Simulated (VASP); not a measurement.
# SnO2 (P4_2/mnm) in VASP: a series of runs, part 3 of 3

VASP 6.6.1.

**6. Single point, PBE**

This run uses another cell than the first one, of 13.10 Å³/atom, 1.082 times its volume.

Contents of INCAR:

```
SYSTEM = SnO2
ALGO = Normal
EDIFF = 1E-6
ENCUT = 520
GGA = PE
ISIF = 2
ISMEAR = 0
LASPH = .True.
LCHARG = .True.
LELF = .True.
LREAL = .False.
LVHAR = .True.
LWAVE = .False.
NBANDS = 35
NELM = 100
PREC = Accurate
SIGMA = 0.02
```

Contents of KPOINTS:

```
k-points
0
Gamma
  6 6 8
  0 0 0
```

Contents of POSCAR:

```
SnO2
1.0
    4.9720060581      0.0000000000      0.0000000000
    0.0000000000      4.9720060581      0.0000000000
    0.0000000000      0.0000000000      3.1802895519
Sn O
2 4
Direct
    0.5000000000      0.5000000000      0.5000000000
    0.0000000000      0.0000000000      0.0000000000
    0.1922822137      0.8077177863      0.5000000000
    0.8077177863      0.1922822137      0.5000000000
    0.3077177863      0.3077177863      0.0000000000
    0.6922822137      0.6922822137      0.0000000000
```

Potentials or basis: VASP PAW PBE potentials, release 64 (Sn_d, O).

The run is started by

```console
$ cat potpaw_PBE.64/Sn_d/POTCAR potpaw_PBE.64/O/POTCAR > POTCAR
$ mpirun -np 1 vasp_std > vasp.out
```

OUTCAR:

```text
SYSTEM = SnO2
   EDIFF = 1E-6
   ENCUT = 520
   GGA = PE
   ISIF = 2
   ISMEAR = 0
   LASPH = .True.
   LREAL = .False.
   NELM = 100
   PREC = Accurate

 ion  position               nearest neighbor table
   1  0.500  0.500  0.500-   5 2.09   6 2.09   5 2.09   6 2.09   3 2.16   4 2.16
   2  0.000  0.000  0.000-   3 2.09   4 2.09   3 2.09   4 2.09   5 2.16   6 2.16
   3  0.192  0.808  0.500-   2 2.09   2 2.09   1 2.16
   4  0.808  0.192  0.500-   2 2.09   2 2.09   1 2.16
   5  0.308  0.308  0.000-   1 2.09   1 2.09   2 2.16
   6  0.692  0.692  0.000-   1 2.09   1 2.09   2 2.16

  LATTYP: Found a simple tetragonal cell.
 ALAT       =     4.9720060581
 C/A-ratio  =     0.6396391144

  Lattice vectors:

 A1 = (   4.9720060581,   0.0000000000,   0.0000000000)
 A2 = (   0.0000000000,   4.9720060581,   0.0000000000)
 A3 = (   0.0000000000,   0.0000000000,   3.1802895519)

Analysis of symmetry for initial positions (statically):
=====================================================================
 Subroutine PRICEL returns:
 Original cell was already a primitive cell.

 Routine SETGRP: Setting up the symmetry group for a
 simple tetragonal supercell.

 Subroutine GETGRP returns: Found 16 space group operations
 (whereof  8 operations were pure point group operations)
 out of a pool of 16 trial point group operations.

The static configuration has the point symmetry D_2h.
 The point group associated with its full space group is D_4h.

Analysis of symmetry for dynamics (positions and initial velocities):
=====================================================================
 Subroutine PRICEL returns:
 Original cell was already a primitive cell.

 Routine SETGRP: Setting up the symmetry group for a
 simple tetragonal supercell.

 Subroutine GETGRP returns: Found 16 space group operations
 (whereof  8 operations were pure point group operations)
 out of a pool of 16 trial point group operations.

The dynamic configuration has the point symmetry D_2h.
 The point group associated with its full space group is D_4h.

 Subroutine INISYM returns: Found 16 space group operations
 (whereof  8 operations are pure point group operations),
 and found     1 'primitive' translations

----------------------------------------------------------------------------------------

                                     Primitive cell

  volume of cell :      78.6194

  direct lattice vectors                    reciprocal lattice vectors
     4.972006058  0.000000000  0.000000000     0.201126062  0.000000000  0.000000000
     0.000000000  4.972006058  0.000000000     0.000000000  0.201126062  0.000000000
     0.000000000  0.000000000  3.180289552     0.000000000  0.000000000  0.314436778

  length of vectors
     4.972006058  4.972006058  3.180289552     0.201126062  0.201126062  0.314436778

  position of ions in fractional coordinates (direct lattice)
     0.500000000  0.500000000  0.500000000
     0.000000000  0.000000000  0.000000000
     0.192282214  0.807717786  0.500000000
     0.807717786  0.192282214  0.500000000
     0.307717786  0.307717786  0.000000000
     0.692282214  0.692282214  0.000000000

  ion indices of the primitive-cell ions
[... 26 lines left out ...]
  Shift w.r.t. Gamma in fractional coordinates (k-lattice)
     0.000000000  0.000000000  0.000000000

 Subroutine IBZKPT returns following result:
 ===========================================

 Found     50 irreducible k-points:

 Following reciprocal coordinates:
            Coordinates               Weight
  0.000000  0.000000  0.000000      1.000000
  0.166667  0.000000  0.000000      4.000000
  0.333333  0.000000  0.000000      4.000000
  0.500000  0.000000  0.000000      2.000000
  0.166667  0.166667  0.000000      4.000000
  0.333333  0.166667  0.000000      8.000000
[... 16 lines left out ...]
  0.333333  0.000000  0.250000      8.000000
  0.500000  0.000000  0.250000      4.000000
 [... further k-points ...]
   k-points           NKPTS =     50   k-points in BZ     NKDIM =     50   number of bands    NBANDS=     35
   number of dos      NEDOS =    301   number of ions     NIONS =      6
   total plane-waves  NPLWV =  38400
   dimension x,y,z NGX =    40 NGY =   40 NGZ =   24
   dimension x,y,z NGXF=    80 NGYF=   80 NGZF=   48
   ions per type =               2   4
   NGX,Y,Z   is equivalent  to a cutoff of  13.37, 13.37, 12.55 a.u.
   NGXF,Y,Z  is equivalent  to a cutoff of  26.75, 26.75, 25.09 a.u.
 SYSTEM =  SnO2
   PREC   = accura    normal or accurate (medium, high low for compatibility)
   ISTART =      0    job   : 0-new  1-cont  2-samecut
   ICHARG =      2    charge: 1-file 2-atom 10-const
   ISPIN  =      1    spin polarized calculation?
   LNONCOLLINEAR =      F non collinear calculations
   LSORBIT =      F    spin-orbit coupling
   LASPH  =      T    aspherical Exc in radial PAW
   ENCUT  =  520.0 eV  38.22 Ry    6.18 a.u.   9.24  9.24  5.91*2*pi/ulx,y,z
   NELM   =    100;   NELMIN=  2; NELMDL= -5     # of ELM steps
   EDIFF  = 0.1E-05   stopping-criterion for ELM
   LREAL  =      F    real-space projection
   EDIFFG = 0.1E-04   stopping-criterion for IOM
   NSW    =      0    number of steps for IOM
   IBRION =     -1    ionic relax: 0-MD 1-quasi-New 2-CG
   NFREE  =      0    steps in history (QN), initial steepest desc. (CG)
   ISIF   =      2    stress and relaxation
   ISYM   =      2    0-nonsym 1-usesym 2-fastsym
   POTIM  = 0.5000    time-step for ionic-motion
   TEBEG  =    0.0;   TEEND  =   0.0 temperature during run
   PSTRESS=    0.0 pullay stress
   NELECT =      52.0000    total number of electrons
   NUPDOWN=      -1.0000    fix difference up-down
   EMIN   =  10.00;   EMAX   =-10.00  energy-range for DOS
   EFERMI =   0.00;   METHOD = LEGACY
   ISMEAR =     0;   SIGMA  =   0.02  broadening in eV -4-tet -1-fermi 0-gaus
   EFERMI_NEDOS =   21; number of points for ismear=-14 and -15
   IALGO  =     38    algorithm
   IMIX   =      4    mixing-type and parameters
     AMIX     =   0.40;   BMIX     =  1.00
     AMIX_MAG =   1.60;   BMIX_MAG =  1.00
  volume/ion in A,a.u.               =      13.10        88.43
  Fermi-wavevector in a.u.,A,eV,Ry     =   1.426371  2.695451 27.681535  2.034535
  Thomas-Fermi vector in A             =   2.546656
   LORBIT       =      0    0 simple, 1 ext, 2 COOP (PROOUT), +10 PAW based schemes
   GGA     = PE    functional components
   LHFCALC =     F    Hartree Fock is set to
   AEXX    =    0.0000 exact exchange contribution
   IVDW    =     0    specifies the selected vdW correction
   LEPSILON=     F    determine dielectric tensor
   LRPA    =     F    only Hartree local field effects (RPA)
 non-spin polarized calculation
 Gauss-broadening in eV      SIGMA  =   0.02
  energy-cutoff  :      520.00
  volume of cell :       78.62
 maximum number of plane-waves:      2146
 NGX is ok and might be reduce to    40
   NGX = 19   NGY = 19   NGZ = 11

 number of electron      52.0000005 magnetization

 Free energy of the ion-electron system (eV)
  ---------------------------------------------------
  ext. energy  EPLUGINS =         0.00000000
  ---------------------------------------------------
  free energy    TOTEN  =       -37.21882081 eV

  energy without entropy =      -37.21882081  energy(sigma->0) =      -37.21882081

 E-fermi :   5.1717     XC(G=0): -10.7381

 val. band max:        5.0440905237   @ k =   0.0000   0.0000   0.0000
 cond. band min:       5.5306845047   @ k =   0.0000   0.0000   0.0000
 fundamental gap:      0.4865939811
 Fermi energy:         5.1716706740

 k-point     1 :       0.0000    0.0000    0.0000
  band No.  band energies     occupation
      1     -15.9701      2.00000
      2     -15.4528      2.00000
      3     -15.1937      2.00000
      4     -15.1634      2.00000
      5     -15.1634      2.00000
      6     -15.0948      2.00000
[... 901 lines left out ...]
     34      16.5425      0.00000
     35      17.1585      0.00000

 [... further k-points ...]
[... 5 lines left out ...]
  --------------------------------------------------------------------------------------
  -------------------------------------------------------------------------------------
  Total       -3.1368750     -3.1368750      0.3886375      0.0000000      0.0000000      0.0000000
  in kB      -63.9260454    -63.9260454      7.9200020      0.0000000      0.0000000      0.0000000
  external PRESSURE =     -39.9773629 kB  Pullay stress =       0.0000000 kB

 VOLUME and BASIS-vectors are now :
 -----------------------------------------------------------------------------
  energy-cutoff  :      520.00
  volume of cell :       78.62
      direct lattice vectors                 reciprocal lattice vectors
     4.972006058  0.000000000  0.000000000     0.201126062  0.000000000  0.000000000
     0.000000000  4.972006058  0.000000000     0.000000000  0.201126062  0.000000000
     0.000000000  0.000000000  3.180289552     0.000000000  0.000000000  0.314436778

 POSITION                                       TOTAL-FORCE (eV/Angst)
 -----------------------------------------------------------------------------------
      2.48600      2.48600      1.59014         0.000000     -0.000000      0.000000
      0.00000      0.00000      0.00000         0.000000     -0.000000      0.000000
      0.95603      4.01598      1.59014         0.022907     -0.022907     -0.000000
      4.01598      0.95603      1.59014        -0.022907      0.022907      0.000000
      1.52997      1.52997      0.00000        -0.022907     -0.022907     -0.000000
      3.44203      3.44203      0.00000         0.022907      0.022907      0.000000
 -----------------------------------------------------------------------------------
    total drift:                                0.000000     -0.000000     -0.000000

  FREE ENERGIE OF THE ION-ELECTRON SYSTEM (eV)
  ---------------------------------------------------
  free  energy   TOTEN  =       -37.2188208118 eV

  energy  without entropy=      -37.2188208118  energy(sigma->0) =      -37.21882081
```

Wall time 86 s (1 thread of Intel Xeon Platinum 8488C (Sapphire Rapids), shared host); peak memory 0.25 GiB.

Results:

| Property | Result |
| --- | --- |
| Free energy | -37.2188 eV |
| Pressure | -4.0 GPa |
| Largest force | 0.032 eV/Å |
| Band gap on the k mesh | 0.49 eV, direct |

Forces on the atoms (eV/Å):
```
Sn   0.000  0.000  0.000
Sn   0.000  0.000  0.000
O    0.023 -0.023  0.000
O   -0.023  0.023  0.000
O   -0.023 -0.023  0.000
O    0.023  0.023  0.000
```

Stress tensor (GPa, compression positive):
```
-6.39  0.00  0.00
 0.00 -6.39  0.00
 0.00  0.00  0.79
```

Caveat: spin-orbit coupling is left out, which moves the levels of the heavy elements.

**7. The runs side by side**

| cell | gap on the mesh (eV) | pressure (GPa) | largest force (eV/Å) |
| --- | --- | --- | --- |
| a = 4.682, b = 4.682, c = 3.313 Å, 6 atoms | 0.93 | 6.5 | - |
| a = 4.755, b = 4.755, c = 3.273 Å, 6 atoms | 0.79 | 3.4 | 0.01 |
| a = 4.755, b = 4.755, c = 3.267 Å, 6 atoms | 0.82 | 3.9 | 0.02 |
| a = 4.972, b = 4.972, c = 3.180 Å, 6 atoms | 0.49 | -4.0 | 0.03 |

Alike in all rows: task single point; level PBE; potentials or basis VASP PAW PBE potentials, release 64 (Sn_d, O); no spin polarisation; k mesh 6 × 6 × 8; cutoff (eV) 520; smearing gaussian 0.02 eV.

Caveats: spin-orbit coupling is left out, which moves the levels of the heavy elements.

Absolute energies hang on the potentials; compare differences alone.
